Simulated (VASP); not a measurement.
**P: relaxation of cell and atoms with PBE**

P:

```
P
1.0
     5.02421    2.90073    1.30565
    -5.02421    2.90073    1.30565
     0.00000   -5.80146    1.30565
P
6
Direct
  0.28066 0.16251 0.91818
  0.91818 0.28066 0.16251
  0.16251 0.91818 0.28066
  0.71934 0.83749 0.08182
  0.08182 0.71934 0.83749
  0.83749 0.08182 0.71934
```

```json
{"Program": "VASP 6.6.1", "Task": "relaxation of cell and atoms", "Functional": "PBE", "Potentials or basis": "VASP PAW PBE potentials, release 64 (P)", "Cutoff": "600 eV", "k mesh": "6 × 6 × 6", "Occupations": "gaussian, width 0.1 eV", "Spin": "no spin polarisation", "Dipole correction": "no", "Further INCAR settings": "ALGO = Normal; EDIFF = 1e-07; IBRION = 2; EDIFFG = -0.04; NSW = 90; ISIF = 3"}
```

```json
{"Relaxed volume": "19.70 Å³/atom", "Relaxed cell": "a = 5.592 Å, b = 5.592 Å, c = 5.592 Å, α = 112.33°, β = 112.33°, γ = 112.33°", "Space group after relaxing (to 0.1 Å)": "R-3 (No. 148)", "Energy gained by relaxing": "651.0 meV/atom", "Ionic steps": "27", "Pressure after relaxing": "0.0 GPa", "Largest force after relaxing": "0.032 eV/Å", "Band gap on the k mesh": "0.57 eV (least direct gap 0.70 eV)"}
```

Forces in eV/Å, atoms in the order of the input:
```
P    0.008  0.027  0.015
P   -0.028 -0.007  0.015
P    0.020 -0.021  0.015
P   -0.008 -0.027 -0.015
P    0.028  0.007 -0.015
P   -0.020  0.021 -0.015
```

Stress tensor (GPa, compression positive):
```
 0.08  0.00  0.00
 0.00  0.08  0.00
 0.00  0.00 -0.15
```

The path:
| step | energy change (eV) | largest force (eV/Å) | pressure (GPa) | volume (Å³) |
| --- | --- | --- | --- | --- |
| 1 | 0.0000 | 1.9531 | 5.96 | 114.17 |
| 2 | -0.1349 | 0.6333 | -8.25 | 126.26 |
| 3 | -0.3808 | 0.5014 | -2.95 | 120.38 |
| 4 | -0.5933 | 0.5355 | -3.12 | 116.44 |
| 5 | -1.2390 | 0.5665 | -2.62 | 104.97 |
| 6 | -1.2696 | 0.8424 | 11.73 | 83.77 |
| 7 | -1.5648 | 0.6969 | 0.44 | 95.28 |
| 8 | -1.5907 | 0.7590 | 3.14 | 91.29 |
| 9 | -1.7160 | 0.7890 | 2.99 | 90.61 |
| 10 | -1.8261 | 1.0026 | 4.92 | 89.70 |
| 11 | -2.2240 | 1.2005 | 3.26 | 93.49 |
| 12 | -3.4031 | 0.9274 | 3.04 | 105.41 |
| 13 | -1.3706 | 2.2505 | 3.78 | 131.81 |
| 14 | -3.4299 | 1.3014 | 4.06 | 112.09 |
| 15 | -3.4983 | 1.0427 | 4.02 | 109.17 |
| 16 | -3.6118 | 0.6182 | -2.73 | 123.70 |
| 17 | -3.6650 | 0.7007 | -0.72 | 118.27 |
| 18 | -3.8174 | 0.3283 | -0.32 | 118.37 |
| 19 | -3.8372 | 0.2551 | -0.07 | 118.40 |
| 20 | -3.8565 | 0.1659 | -0.07 | 118.24 |
| 21 | -3.8723 | 0.2038 | -0.05 | 117.91 |
| 22 | -3.8847 | 0.1668 | 0.07 | 117.76 |
| 23 | -3.9033 | 0.0542 | 0.46 | 117.28 |
| 24 | -3.9036 | 0.0430 | 0.52 | 117.21 |
| 25 | -3.9052 | 0.0494 | -0.04 | 118.07 |
| 26 | -3.9052 | 0.0482 | -0.02 | 118.04 |
| 27 | -3.9058 | 0.0322 | 0.01 | 118.21 |

Final structure:
```xyz
6
Lattice="4.6451 2.6819 1.5815 -4.6451 2.6819 1.5815 0.0000 -5.3637 1.5815" Properties=species:S:1:pos:R:3 pbc="T T T"
P     0.8481   -3.2895    2.7525
P     2.4247    2.3793    2.7525
P    -3.2729    0.9102    2.7525
P    -0.8481    3.2895    1.9921
P    -2.4247   -2.3793    1.9921
P     3.2729   -0.9102    1.9921
```

Levels at points of the mesh, in eV from the valence-band top:
```csv
k point,band 13,band 14,band 15,band 16,band 17,band 18
"(0.00, 0.00, 0.00)",-2.40,-1.12,-1.12,2.05,2.05,2.26
"(0.50, 0.00, 0.00)",-1.74,-1.13,-0.65,1.34,2.31,2.39
"(0.50, 0.50, 0.00)",-2.31,-0.93,-0.69,0.62,0.77,2.11
"(0.50, 0.50, 0.50)",-2.52,0.00,0.00,0.70,2.13,2.13
```

Wall time 56 min on 1 thread of Intel Xeon 8259CL (shared host), peak memory 0.37 GiB.

Caveat: this functional lacks dispersion, which holds the molecules together, so the pressure and a relaxed volume are unreliable. A k mesh can miss the band edges.
